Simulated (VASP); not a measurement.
# WS2 (Tungstenite) (P6_3/mmc) in VASP: a series of runs, part 2 of 2

VASP 6.6.1.

### Step 4. Single point, r2SCAN

This run uses another cell than the first one: it holds 6 atoms, not 42.

POSCAR

```
WS2
1.0
    3.1537892969      0.0000000000      0.0000000000
   -1.5768946485      2.7312616493      0.0000000000
    0.0000000000      0.0000000000     12.1432921012
W S
2 4
Direct
    0.3333333333      0.6666666667      0.2500000000
    0.6666666667      0.3333333333      0.7500000000
    0.3333333333      0.6666666667      0.6203061903
    0.6666666667      0.3333333333      0.1203061903
    0.3333333333      0.6666666667      0.8796938097
    0.6666666667      0.3333333333      0.3796938097
```

INCAR.step1

```
PREC = Accurate
ENCUT = 520
ISMEAR = 0
SIGMA = 0.02
LREAL = F
LASPH = T
NELM = 100
NBANDS = 35
GGA = PE
ALGO = Normal
EDIFF = 1E-4
LWAVE = T
LCHARG = F
```

INCAR.step2

```
PREC = Accurate
ENCUT = 520
EDIFF = 1E-7
ISMEAR = 0
SIGMA = 0.02
LREAL = F
LASPH = T
NELM = 100
ALGO = Normal
ISIF = 2
LWAVE = F
LCHARG = T
METAGGA = R2SCAN
LMIXTAU = T
LELF = T
LVHAR = T
NBANDS = 35
ISTART = 1
```

KPOINTS

```
regular mesh
0
Gamma
  12 12 4
```

Potentials or basis: VASP PAW PBE potentials, release 64 (W_sv, S).

Run with:

```console
cat potpaw_PBE.64/W_sv/POTCAR potpaw_PBE.64/S/POTCAR > POTCAR
cp INCAR.step1 INCAR
mpirun -np 1 vasp_std > vasp.out
cp INCAR.step2 INCAR
mpirun -np 1 vasp_std > vasp.out
```

OUTCAR:

```text
PREC = Accurate
   ENCUT = 520
   EDIFF = 1E-7
   ISMEAR = 0
   LREAL = F
   LASPH = T
   NELM = 100
   ISIF = 2
   METAGGA = R2SCAN
   ISTART = 1

 ion  position               nearest neighbor table
   1  0.333  0.667  0.250-   4 2.41   6 2.41   4 2.41   6 2.41   4 2.41   6 2.41
   2  0.667  0.333  0.750-   3 2.41   5 2.41   3 2.41   5 2.41   3 2.41   5 2.41
   3  0.333  0.667  0.620-   2 2.41   2 2.41   2 2.41
   4  0.667  0.333  0.120-   1 2.41   1 2.41   1 2.41
   5  0.333  0.667  0.880-   2 2.41   2 2.41   2 2.41
   6  0.667  0.333  0.380-   1 2.41   1 2.41   1 2.41

  LATTYP: Found a hexagonal cell.
 ALAT       =     3.1537892969
 C/A-ratio  =     3.8503815436

  Lattice vectors:

 A1 = (   3.1537892969,   0.0000000000,   0.0000000000)
 A2 = (  -1.5768946485,   2.7312616493,   0.0000000000)
 A3 = (   0.0000000000,   0.0000000000,  12.1432921012)

Analysis of symmetry for initial positions (statically):
=====================================================================
 Subroutine PRICEL returns:
 Original cell was already a primitive cell.

 Routine SETGRP: Setting up the symmetry group for a
 hexagonal supercell.

 Subroutine GETGRP returns: Found 24 space group operations
 (whereof 12 operations were pure point group operations)
 out of a pool of 24 trial point group operations.

The static configuration has the point symmetry D_3d.
 The point group associated with its full space group is D_6h.

Analysis of symmetry for dynamics (positions and initial velocities):
=====================================================================
 Subroutine PRICEL returns:
 Original cell was already a primitive cell.

 Routine SETGRP: Setting up the symmetry group for a
 hexagonal supercell.

 Subroutine GETGRP returns: Found 24 space group operations
 (whereof 12 operations were pure point group operations)
 out of a pool of 24 trial point group operations.
[... 125 lines left out ...]
   ISMEAR =     0;   SIGMA  =   0.02  broadening in eV -4-tet -1-fermi 0-gaus
   EFERMI_NEDOS =   21; number of points for ismear=-14 and -15
   IALGO  =     38    algorithm
   IMIX   =      4    mixing-type and parameters
     AMIX     =   0.40;   BMIX     =  1.00
     AMIX_MAG =   1.60;   BMIX_MAG =  1.00
  volume/ion in A,a.u.               =      17.43       117.65
  Fermi-wavevector in a.u.,A,eV,Ry     =   1.296876  2.450740 22.883469  1.681887
  Thomas-Fermi vector in A             =   2.428304
   LORBIT       =      0    0 simple, 1 ext, 2 COOP (PROOUT), +10 PAW based schemes
   METAGGA = R2SCAN    functional components
   LHFCALC =     F    Hartree Fock is set to
   AEXX    =    0.0000 exact exchange contribution
   IVDW    =     0    specifies the selected vdW correction
   LEPSILON=     F    determine dielectric tensor
   LRPA    =     F    only Hartree local field effects (RPA)
 non-spin polarized calculation
 Gauss-broadening in eV      SIGMA  =   0.02
  energy-cutoff  :      520.00
  volume of cell :      104.60
 maximum number of plane-waves:      2841
 NGX is ok and might be reduce to    24

 number of electron      51.9999998 magnetization

 Free energy of the ion-electron system (eV)
  ---------------------------------------------------
  ext. energy  EPLUGINS =         0.00000000
  ---------------------------------------------------
  free energy    TOTEN  =      -140.06855968 eV

  energy without entropy =     -140.06855968  energy(sigma->0) =     -140.06855968

 E-fermi :   7.7614     XC(G=0): -11.8042

 val. band max:        7.6113423438   @ k =   0.0000   0.0000   0.0000
 cond. band min:       8.6225555725   @ k =   0.1667   0.1667   0.0000
 fundamental gap:      1.0112132288
 Fermi energy:         7.7613638053

 k-point     1 :       0.0000    0.0000    0.0000
  band No.  band energies     occupation
      1     -69.0244      2.00000
      2     -69.0244      2.00000
      3     -32.6319      2.00000
      4     -32.6318      2.00000
      5     -32.4444      2.00000
      6     -32.4444      2.00000
[... 901 lines left out ...]
     34      11.8045      0.00000
     35      13.7661      0.00000

 [... further k-points ...]
[... 5 lines left out ...]
  --------------------------------------------------------------------------------------
  -------------------------------------------------------------------------------------
  Total        1.9282311      1.9282311      0.8538356     -0.0000000      0.0000000      0.0000000
  in kB       29.5350177     29.5350177     13.0783342     -0.0000000      0.0000000      0.0000000
  external PRESSURE =      24.0494565 kB  Pullay stress =       0.0000000 kB

 VOLUME and BASIS-vectors are now :
 -----------------------------------------------------------------------------
  energy-cutoff  :      520.00
  volume of cell :      104.60
      direct lattice vectors                 reciprocal lattice vectors
     3.153789297  0.000000000  0.000000000     0.317078887  0.183065581  0.000000000
    -1.576894648  2.731261649  0.000000000     0.000000000  0.366131161  0.000000000
     0.000000000  0.000000000 12.143292101     0.000000000  0.000000000  0.082349991

 POSITION                                       TOTAL-FORCE (eV/Angst)
 -----------------------------------------------------------------------------------
     -0.00000      1.82084      3.03582         0.000000      0.000000      0.000000
      1.57689      0.91042      9.10747        -0.000000      0.000000      0.000000
     -0.00000      1.82084      7.53256        -0.000000     -0.000000      0.264741
      1.57689      0.91042      1.46091        -0.000000     -0.000000      0.264741
     -0.00000      1.82084     10.68238         0.000000     -0.000000     -0.264741
      1.57689      0.91042      4.61073        -0.000000     -0.000000     -0.264741
 -----------------------------------------------------------------------------------
    total drift:                                0.000000     -0.000000      0.000000

  FREE ENERGIE OF THE ION-ELECTRON SYSTEM (eV)
  ---------------------------------------------------
  free  energy   TOTEN  =      -140.0685596807 eV

  energy  without entropy=     -140.0685596807  energy(sigma->0) =     -140.06855968
```

OSZICAR.step1:

```text
N       E                     dE             d eps       ncg     rms          rms(c)
DAV:   1     0.510541471017E+03    0.51054E+03   -0.28413E+04  4358   0.149E+03
DAV:   2    -0.166330768003E+02   -0.52717E+03   -0.50926E+03  4590   0.411E+02
DAV:   3    -0.490493400406E+02   -0.32416E+02   -0.31846E+02  4940   0.969E+01
DAV:   4    -0.498532740386E+02   -0.80393E+00   -0.79977E+00  4864   0.157E+01
DAV:   5    -0.498690561756E+02   -0.15782E-01   -0.15771E-01  4820   0.235E+00    0.383E+01
DAV:   6    -0.475560771980E+02    0.23130E+01   -0.81384E+00  4530   0.192E+01    0.165E+01
DAV:   7    -0.473368975542E+02    0.21918E+00   -0.26870E+00  4309   0.851E+00    0.674E+00
DAV:   8    -0.471894776552E+02    0.14742E+00   -0.40862E-01  4498   0.443E+00    0.224E+00
DAV:   9    -0.471923512454E+02   -0.28736E-02   -0.53482E-02  4810   0.119E+00    0.121E+00
DAV:  10    -0.471898147993E+02    0.25364E-02   -0.27724E-02  4708   0.107E+00    0.419E-01
DAV:  11    -0.471892669853E+02    0.54781E-03   -0.48217E-03  4392   0.429E-01    0.196E-01
DAV:  12    -0.471892347041E+02    0.32281E-04   -0.17653E-04  2910   0.810E-02
   1 F= -.47189235E+02 E0= -.47189235E+02  d E =-.285373E-52
```

Wall time 26 min (1 thread of Oxide Virtual Turin-like, shared host); peak memory 0.3 GiB.

Results:

| Quantity | Value |
| --- | --- |
| Free energy | -140.0686 eV |
| Pressure | 2.4 GPa |
| Largest force | 0.265 eV/Å |
| Band gap on the k mesh | 1.01 eV, indirect (least direct gap 1.96 eV) |

Forces in eV/Å, atoms in the order of the input:
```
W    0.000  0.000  0.000
W    0.000  0.000  0.000
S    0.000  0.000  0.265
S    0.000  0.000  0.265
S    0.000  0.000 -0.265
S    0.000  0.000 -0.265
```

Caveat: the PAW data sets were made with another functional, which shifts forces and pressure a little; spin-orbit coupling is left out, which moves the levels of the heavy elements. r2SCAN opens gaps a little over a GGA but as a rule still falls short of measured ones.

### Step 5. Summary

| level | cell | k mesh | smearing | gap on the mesh (eV) | pressure (GPa) |
| --- | --- | --- | --- | --- | --- |
| PBE+D3(BJ) | a = 8.344, b = 8.344, c = 12.143 Å, angles 90.0, 90.0, 120.0°, 42 atoms | 2 × 2 × 2 | gaussian 0.01 eV | 1.25 | 0.0 |
| PBE+D3(BJ) | a = 3.154, b = 3.154, c = 12.143 Å, angles 90.0, 90.0, 120.0°, 6 atoms | 12 × 12 × 4 | gaussian 0.02 eV | 0.91 | 0.0 |
| r2SCAN | a = 3.154, b = 3.154, c = 12.143 Å, angles 90.0, 90.0, 120.0°, 6 atoms | 12 × 12 × 4 | gaussian 0.02 eV | 1.01 | 2.4 |

Alike in all rows: task single point; potentials or basis VASP PAW PBE potentials, release 64 (W_sv, S); no spin polarisation; cutoff (eV) 520.

Caveats: some runs use coarse meshes; spin-orbit coupling is left out, which moves the levels of the heavy elements; the PAW data sets were made with another functional, which shifts forces and pressure a little (some runs).

Absolute energies hang on the potentials; compare differences alone.
